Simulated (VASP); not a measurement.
# SnO (P4/nmm) in VASP: notebook

SnO is run at these levels: PBE+D3(BJ); tasks: single point.

All numbers are computed with VASP 6.6.1; they aren't measurements. Logs are shortened: lines on timing, memory, paths and dates and some standing lists are left out, and cuts for length are marked.

## (1) The cell of the first run

It takes space group P4/nmm (No. 129, tetragonal). The conventional cell has a = 3.945 Å, b = 3.945 Å, c = 4.505 Å, α = 90.00°, β = 90.00°, γ = 90.00°. Sn (site symmetry 4mm) has 4 O at 2.26 Å within 3.0 Å. Within 3.0 Å of O (site symmetry -4m2) lie 4 Sn at 2.26 Å and 4 O at 2.79 Å.

## (2) Single point, PBE+D3(BJ)

Contents of INCAR:

```
SYSTEM = SnO
ALGO = Normal
EDIFF = 1E-6
ENCUT = 910
GGA = PE
GGA_COMPAT = .FALSE.
ISIF = 2
ISMEAR = 0
IVDW = 12
LASPH = .TRUE.
LCHARG = .FALSE.
LREAL = .FALSE.
LWAVE = .FALSE.
NBANDS = 28
NELM = 120
PREC = Accurate
SIGMA = 0.15
```

Contents of KPOINTS:

```
k-points
0
G
  14 14 12
  0 0 0
```

Contents of POSCAR:

```
SnO
1.0
    3.9452399520      0.0000000000      0.0000000000
    0.0000000000      3.9452399520      0.0000000000
    0.0000000000      0.0000000000      4.5046367495
Sn O
2 2
Direct
    0.0000000000      0.5000000000      0.2432421493
    0.5000000000      0.0000000000      0.7567578507
    0.0000000000      0.0000000000      0.0000000000
    0.5000000000      0.5000000000      0.0000000000
```

Potentials or basis: VASP PAW PBE potentials, release 64 (Sn_d, O_h).

Run with:

```sh
$ cat potpaw_PBE.64/Sn_d/POTCAR potpaw_PBE.64/O_h/POTCAR > POTCAR
$ mpirun -np 1 vasp_std > vasp.out
```

OUTCAR:

```text
SYSTEM = SnO
   EDIFF = 1E-6
   ENCUT = 910
   GGA = PE
   ISIF = 2
   ISMEAR = 0
   IVDW = 12
   LASPH = .TRUE.
   LREAL = .FALSE.
   NELM = 120
   PREC = Accurate
 IVDW          = 12

 ion  position               nearest neighbor table
   1  0.000  0.500  0.243-   3 2.26   4 2.26   3 2.26   4 2.26   2 3.55   2 3.55   2 3.55   2 3.55
                             2 3.62   2 3.62   2 3.62   2 3.62
   2  0.500  0.000  0.757-   3 2.26   4 2.26   4 2.26   3 2.26   1 3.55   1 3.55   1 3.55   1 3.55
                             1 3.62   1 3.62   1 3.62   1 3.62
   3  0.000  0.000  0.000-   1 2.26   2 2.26   1 2.26   2 2.26
   4  0.500  0.500  0.000-   1 2.26   2 2.26   2 2.26   1 2.26

  LATTYP: Found a simple tetragonal cell.
 ALAT       =     3.9452399520
 C/A-ratio  =     1.1417903104

  Lattice vectors:

 A1 = (   3.9452399520,   0.0000000000,   0.0000000000)
 A2 = (   0.0000000000,   3.9452399520,   0.0000000000)
 A3 = (   0.0000000000,   0.0000000000,   4.5046367495)

Analysis of symmetry for initial positions (statically):
=====================================================================
 Subroutine PRICEL returns:
 Original cell was already a primitive cell.

 Routine SETGRP: Setting up the symmetry group for a
 simple tetragonal supercell.

 Subroutine GETGRP returns: Found 16 space group operations
 (whereof  8 operations were pure point group operations)
 out of a pool of 16 trial point group operations.

The static configuration has the point symmetry D_2d.
 The point group associated with its full space group is D_4h.

Analysis of symmetry for dynamics (positions and initial velocities):
=====================================================================
 Subroutine PRICEL returns:
 Original cell was already a primitive cell.

 Routine SETGRP: Setting up the symmetry group for a
 simple tetragonal supercell.

 Subroutine GETGRP returns: Found 16 space group operations
 (whereof  8 operations were pure point group operations)
 out of a pool of 16 trial point group operations.

The dynamic configuration has the point symmetry D_2d.
 The point group associated with its full space group is D_4h.

 Subroutine INISYM returns: Found 16 space group operations
 (whereof  8 operations are pure point group operations),
 and found     1 'primitive' translations

----------------------------------------------------------------------------------------

                                     Primitive cell

  volume of cell :      70.1143

  direct lattice vectors                    reciprocal lattice vectors
     3.945239952  0.000000000  0.000000000     0.253470007  0.000000000  0.000000000
     0.000000000  3.945239952  0.000000000     0.000000000  0.253470007  0.000000000
     0.000000000  0.000000000  4.504636750     0.000000000  0.000000000  0.221993483

  length of vectors
     3.945239952  3.945239952  4.504636750     0.253470007  0.253470007  0.221993483

  position of ions in fractional coordinates (direct lattice)
     0.000000000  0.500000000  0.243242149
     0.500000000  0.000000000  0.756757851
     0.000000000  0.000000000  0.000000000
     0.500000000  0.500000000  0.000000000

  ion indices of the primitive-cell ions
   primitive index   ion index
                 1           1
                 2           2
                 3           3
                 4           4

----------------------------------------------------------------------------------------

 KPOINTS: k-points

Automatic generation of k-mesh.
 Grid dimensions read from file:
 generate k-points for:   14   14   12

 Generating k-lattice:

  Cartesian coordinates                     Fractional coordinates (reciprocal lattice)
     0.018105001  0.000000000  0.000000000     0.071428571  0.000000000  0.000000000
     0.000000000  0.018105001  0.000000000     0.000000000  0.071428571  0.000000000
     0.000000000  0.000000000  0.018499457     0.000000000  0.000000000  0.083333333

  Length of vectors
     0.018105001  0.018105001  0.018499457

  Shift w.r.t. Gamma in fractional coordinates (k-lattice)
     0.000000000  0.000000000  0.000000000

 Subroutine IBZKPT returns following result:
 ===========================================

 Found    252 irreducible k-points:

 Following reciprocal coordinates:
            Coordinates               Weight
  0.000000  0.000000  0.000000      1.000000
  0.071429  0.000000  0.000000      4.000000
  0.142857  0.000000  0.000000      4.000000
  0.214286  0.000000  0.000000      4.000000
  0.285714  0.000000  0.000000      4.000000
  0.357143  0.000000  0.000000      4.000000
[... 16 lines left out ...]
  0.285714  0.214286  0.000000      8.000000
  0.357143  0.214286  0.000000      8.000000
 [... further k-points ...]
   k-points           NKPTS =    252   k-points in BZ     NKDIM =    252   number of bands    NBANDS=     28
   number of dos      NEDOS =    301   number of ions     NIONS =      4
   total plane-waves  NPLWV =  76800
   dimension x,y,z NGX =    40 NGY =   40 NGZ =   48
   dimension x,y,z NGXF=    80 NGYF=   80 NGZF=   96
   ions per type =               2   2
   NGX,Y,Z   is equivalent  to a cutoff of  16.86, 16.86, 17.71 a.u.
   NGXF,Y,Z  is equivalent  to a cutoff of  33.71, 33.71, 35.43 a.u.
 SYSTEM =  SnO
   PREC   = accura    normal or accurate (medium, high low for compatibility)
   ISTART =      0    job   : 0-new  1-cont  2-samecut
   ICHARG =      2    charge: 1-file 2-atom 10-const
   ISPIN  =      1    spin polarized calculation?
   LNONCOLLINEAR =      F non collinear calculations
   LSORBIT =      F    spin-orbit coupling
   LASPH  =      T    aspherical Exc in radial PAW
   ENCUT  =  910.0 eV  66.88 Ry    8.18 a.u.   9.70  9.70 11.08*2*pi/ulx,y,z
   NELM   =    120;   NELMIN=  2; NELMDL= -5     # of ELM steps
   EDIFF  = 0.1E-05   stopping-criterion for ELM
   LREAL  =      F    real-space projection
   EDIFFG = 0.1E-04   stopping-criterion for IOM
   NSW    =      0    number of steps for IOM
   IBRION =     -1    ionic relax: 0-MD 1-quasi-New 2-CG
   NFREE  =      0    steps in history (QN), initial steepest desc. (CG)
   ISIF   =      2    stress and relaxation
   ISYM   =      2    0-nonsym 1-usesym 2-fastsym
   POTIM  = 0.5000    time-step for ionic-motion
   TEBEG  =    0.0;   TEEND  =   0.0 temperature during run
   PSTRESS=    0.0 pullay stress
   NELECT =      40.0000    total number of electrons
   NUPDOWN=      -1.0000    fix difference up-down
   EMIN   =  10.00;   EMAX   =-10.00  energy-range for DOS
   EFERMI =   0.00;   METHOD = LEGACY
   ISMEAR =     0;   SIGMA  =   0.15  broadening in eV -4-tet -1-fermi 0-gaus
   EFERMI_NEDOS =   21; number of points for ismear=-14 and -15
   IALGO  =     38    algorithm
   IMIX   =      4    mixing-type and parameters
     AMIX     =   0.40;   BMIX     =  1.00
     AMIX_MAG =   1.60;   BMIX_MAG =  1.00
  volume/ion in A,a.u.               =      17.53       118.29
  Fermi-wavevector in a.u.,A,eV,Ry     =   1.357769  2.565812 25.082847  1.843537
  Thomas-Fermi vector in A             =   2.484659
   LORBIT       =      0    0 simple, 1 ext, 2 COOP (PROOUT), +10 PAW based schemes
   GGA     = PE    functional components
   LHFCALC =     F    Hartree Fock is set to
   AEXX    =    0.0000 exact exchange contribution
   IVDW    =    12    specifies the selected vdW correction
   LEPSILON=     F    determine dielectric tensor
   LRPA    =     F    only Hartree local field effects (RPA)
 non-spin polarized calculation
 Gauss-broadening in eV      SIGMA  =   0.15
  energy-cutoff  :      910.00
  volume of cell :       70.11
 maximum number of plane-waves:      4403
 NGX is ok and might be reduce to    40

 number of electron      40.0000005 magnetization

 Free energy of the ion-electron system (eV)
  ---------------------------------------------------
  ext. energy  EPLUGINS =         0.00000000
  ---------------------------------------------------
  free energy    TOTEN  =       -22.63497386 eV

  energy without entropy =      -22.63487807  energy(sigma->0) =      -22.63492596

 E-fermi :   7.1944     XC(G=0): -10.2986

 val. band max:        6.9309146660   @ k =   0.1429   0.1429   0.0000
 cond. band min:       7.3348669544   @ k =   0.5000   0.5000   0.0000
 fundamental gap:      0.4039522885
 Fermi energy:         7.1943587993

 k-point     1 :       0.0000    0.0000    0.0000
  band No.  band energies     occupation
      1     -14.6342      2.00000
      2     -14.2637      2.00000
      3     -14.2637      2.00000
      4     -14.2259      2.00000
      5     -14.2182      2.00000
      6     -14.2163      2.00000
[... 20 lines left out ...]
     27      14.1281      0.00000
     28      14.3766      0.00000

 k-point     2 :       0.0714    0.0000    0.0000
  band No.  band energies     occupation
      1     -14.6307      2.00000
      2     -14.2623      2.00000
      3     -14.2622      2.00000
      4     -14.2243      2.00000
      5     -14.2181      2.00000
      6     -14.2163      2.00000
[... 20 lines left out ...]
     27      14.1721      0.00000
     28      14.7169      0.00000

 k-point     3 :       0.1429    0.0000    0.0000
  band No.  band energies     occupation
      1     -14.6204      2.00000
      2     -14.2582      2.00000
      3     -14.2576      2.00000
      4     -14.2319      2.00000
      5     -14.2195      2.00000
      6     -14.2177      2.00000
[... 20 lines left out ...]
     27      14.2287      0.00000
     28      15.5667      0.00000

 k-point     4 :       0.2143    0.0000    0.0000
  band No.  band energies     occupation
      1     -14.6041      2.00000
      2     -14.2770      2.00000
      3     -14.2517      2.00000
      4     -14.2502      2.00000
      5     -14.2169      2.00000
      6     -14.2117      2.00000
[... 20 lines left out ...]
     27      14.3198      0.00000
     28      16.5767      0.00000

 k-point     5 :       0.2857    0.0000    0.0000
  band No.  band energies     occupation
      1     -14.5822      2.00000
      2     -14.3313      2.00000
      3     -14.2433      2.00000
      4     -14.2407      2.00000
      5     -14.2158      2.00000
      6     -14.2013      2.00000
[... 20 lines left out ...]
     27      14.4620      0.00000
     28      17.4773      0.00000

 k-point     6 :       0.3571    0.0000    0.0000
  band No.  band energies     occupation
      1     -14.5550      2.00000
      2     -14.3863      2.00000
      3     -14.2338      2.00000
      4     -14.2300      2.00000
      5     -14.2146      2.00000
      6     -14.1969      2.00000
[... 463 lines left out ...]
      5     -14.2065      2.00000
      6     -14.2065      2.00000
[... 20 lines left out ...]
     27      15.4328      0.00000
     28      15.4328      0.00000

 k-point    22 :       0.2143    0.2143    0.0000
  band No.  band energies     occupation
      1     -14.5849      2.00000
      2     -14.3483      2.00000
      3     -14.2586      2.00000
      4     -14.2172      2.00000
      5     -14.2140      2.00000
      6     -14.2064      2.00000
[... 20 lines left out ...]
     27      15.5642      0.00000
     28      15.5978      0.00000

 k-point    23 :       0.2857    0.2143    0.0000
  band No.  band energies     occupation
      1     -14.5714      2.00000
      2     -14.3913      2.00000
      3     -14.2516      2.00000
      4     -14.2144      2.00000
      5     -14.2104      2.00000
      6     -14.2038      2.00000
[... 20 lines left out ...]
     27      15.0978      0.00000
     28      15.7549      0.00000

 k-point    24 :       0.3571    0.2143    0.0000
  band No.  band energies     occupation
      1     -14.5544      2.00000
      2     -14.4340      2.00000
      3     -14.2412      2.00000
      4     -14.2142      2.00000
      5     -14.2081      2.00000
      6     -14.2044      2.00000
[... 20 lines left out ...]
     27      15.0584      0.00000
     28      15.7269      0.00000

 [... further k-points ...]

------------------------ aborting loop because EDIFF is reached ----------------------------------------

 Edisp (eV)   -0.93900

 E8    (eV) :    -0.4078

  FORCE on cell =-STRESS in cart. coord.  units (eV):
  Direction    XX          YY          ZZ          XY          YZ          ZX
  --------------------------------------------------------------------------------------
  -------------------------------------------------------------------------------------
  Total      -1.25773    -1.25773     1.08498     0.00000     0.00000     0.00000
  in kB     -28.74021   -28.74021    24.79291     0.00000     0.00000     0.00000
  external pressure =      -10.90 kB  Pullay stress =        0.00 kB

 VOLUME and BASIS-vectors are now :
 -----------------------------------------------------------------------------
  energy-cutoff  :      910.00
  volume of cell :       70.11
      direct lattice vectors                 reciprocal lattice vectors
     3.945239952  0.000000000  0.000000000     0.253470007  0.000000000  0.000000000
     0.000000000  3.945239952  0.000000000     0.000000000  0.253470007  0.000000000
     0.000000000  0.000000000  4.504636750     0.000000000  0.000000000  0.221993483

 POSITION                                       TOTAL-FORCE (eV/Angst)
 -----------------------------------------------------------------------------------
      0.00000      1.97262      1.09572        -0.000000     -0.000000      0.331590
      1.97262      0.00000      3.40892         0.000000     -0.000000     -0.331590
      0.00000      0.00000      0.00000         0.000000      0.000000      0.000000
      1.97262      1.97262      0.00000         0.000000     -0.000000      0.000000
 -----------------------------------------------------------------------------------
    total drift:                               -0.000000      0.000000     -0.000000

  FREE ENERGIE OF THE ION-ELECTRON SYSTEM (eV)
  ---------------------------------------------------
  free  energy   TOTEN  =       -23.5739749470 eV

  energy  without entropy=      -23.5738791575  energy(sigma->0) =      -23.57392705
```

Run time: 5.8 min. Hardware: 1 thread of Intel Xeon 6975P-C (Granite Rapids), shared host; peak memory 0.97 GiB.

Results:

| Quantity | Value |
| --- | --- |
| Free energy | -23.5740 eV |
| Pressure | -1.1 GPa |
| Largest force | 0.332 eV/Å |
| Band gap on the k mesh | 0.40 eV (least direct gap 1.71 eV) |
| Dispersion energy per atom | -0.235 eV |

Forces on the atoms (eV/Å):
```
Sn   0.000  0.000  0.332
Sn   0.000  0.000 -0.332
O    0.000  0.000  0.000
O    0.000  0.000  0.000
```

Stress tensor (GPa, compression positive):
```
-2.87  0.00  0.00
 0.00 -2.87  0.00
 0.00  0.00  2.48
```

Levels at points of the mesh, in eV from the valence-band top:
| k point | band 18 | band 19 | band 20 | band 21 | band 22 | band 23 |
| --- | --- | --- | --- | --- | --- | --- |
| (0.00, 0.00, 0.00) | -2.91 | -2.89 | -0.13 | 2.30 | 4.75 | 4.75 |
| (0.50, 0.00, 0.00) | -4.22 | -2.08 | -2.08 | 3.74 | 3.74 | 5.95 |
| (0.50, 0.50, 0.00) | -2.25 | -1.30 | -1.30 | 0.40 | 0.40 | 5.29 |
| (0.00, 0.00, 0.50) | -2.92 | -2.61 | -1.21 | 1.49 | 2.97 | 2.97 |
| (0.50, 0.00, 0.50) | -4.38 | -1.14 | -1.14 | 3.12 | 3.12 | 5.33 |
| (0.50, 0.50, 0.50) | -2.43 | -2.25 | -2.25 | 2.96 | 2.96 | 4.83 |

Caveat: the cutoff is under 1.25 times the usual one of these potentials, so pressure, stress and relaxed cells hold a basis-set (Pulay) error; spin-orbit coupling is left out, which moves the levels of the heavy elements. A k mesh can miss the band edges.

## (3) Single point, PBE+D3(BJ)

This run uses another cell than the first one, of the same volume but with other edges.

Contents of INCAR:

```
SYSTEM = SnO
PREC = Accurate ; ENCUT = 520
EDIFF = 1E-7 ; ISMEAR = 0
SIGMA = 0.15 ; LREAL = .False.
LASPH = .True. ; NELM = 100
ALGO = Normal ; ISIF = 2
LWAVE = .False. ; LCHARG = .False.
GGA = PE ; IVDW = 12
NBANDS = 28
```

Contents of KPOINTS:

```
regular mesh
0
Gamma
  14 14 12
  0 0 0
```

Contents of POSCAR:

```
SnO
1.0
    3.6108458590      0.0000000000      0.0000000000
    0.0000000000      3.6108458590      0.0000000000
    0.0000000000      0.0000000000      5.3776028012
Sn O
2 2
Direct
    0.0000000000      0.5000000000      0.2432421493
    0.5000000000      0.0000000000      0.7567578507
    0.0000000000      0.0000000000      0.0000000000
    0.5000000000      0.5000000000      0.0000000000
```

Potentials or basis: VASP PAW PBE potentials, release 64 (Sn_d, O).

Run with:

```sh
$ cat potpaw_PBE.64/Sn_d/POTCAR potpaw_PBE.64/O/POTCAR > POTCAR
$ mpirun -np 1 vasp_std > vasp.out
```

Wall time 11 min (1 thread of Intel Xeon 8259CL, shared host); peak memory 0.49 GiB.

The run converged. Its results:

* Free energy: -23.2069 eV
* Pressure: 2.2 GPa
* Largest force: 1.289 eV/Å
* Band gap on the k mesh: zero (bands 20 and 21 overlap by 0.40 eV)
* Dispersion energy per atom: -0.235 eV

Forces on the atoms (eV/Å):
```
Sn   0.000  0.000 -1.289
Sn   0.000  0.000  1.289
O    0.000  0.000  0.000
O    0.000  0.000  0.000
```

Stress tensor (GPa, compression positive):
```
 7.98  0.00  0.00
 0.00  7.98  0.00
 0.00  0.00 -9.28
```

Levels at points of the mesh, in eV from the Fermi level:
| k point | band 17 | band 18 | band 19 | band 20 | band 21 | band 22 | band 23 | band 24 |
| --- | --- | --- | --- | --- | --- | --- | --- | --- |
| (0.00, 0.00, 0.00) | -3.39 | -2.29 | -2.29 | 0.15 | 2.67 | 4.47 | 4.87 | 4.87 |
| (0.50, 0.00, 0.00) | -4.21 | -4.21 | -3.09 | -3.09 | 2.51 | 2.51 | 6.26 | 6.26 |
| (0.50, 0.50, 0.00) | -2.23 | -2.23 | -1.65 | -1.65 | -0.25 | -0.25 | 3.79 | 3.79 |
| (0.00, 0.00, 0.50) | -3.41 | -3.26 | -2.30 | -2.30 | 3.10 | 3.32 | 3.32 | 4.82 |
| (0.50, 0.00, 0.50) | -4.20 | -4.20 | -2.15 | -2.15 | 1.67 | 1.67 | 5.96 | 5.96 |
| (0.50, 0.50, 0.50) | -2.70 | -2.70 | -1.65 | -1.65 | 1.82 | 1.82 | 3.00 | 3.00 |

Caveat: semilocal functionals underestimate gaps, so a narrow gap can read as zero; spin-orbit coupling is left out, which moves the levels of the heavy elements; forces of over 1 eV/Å act on the atoms, so gaps and moduli don't describe the material at rest.

(Continued in part 2 of 2.)
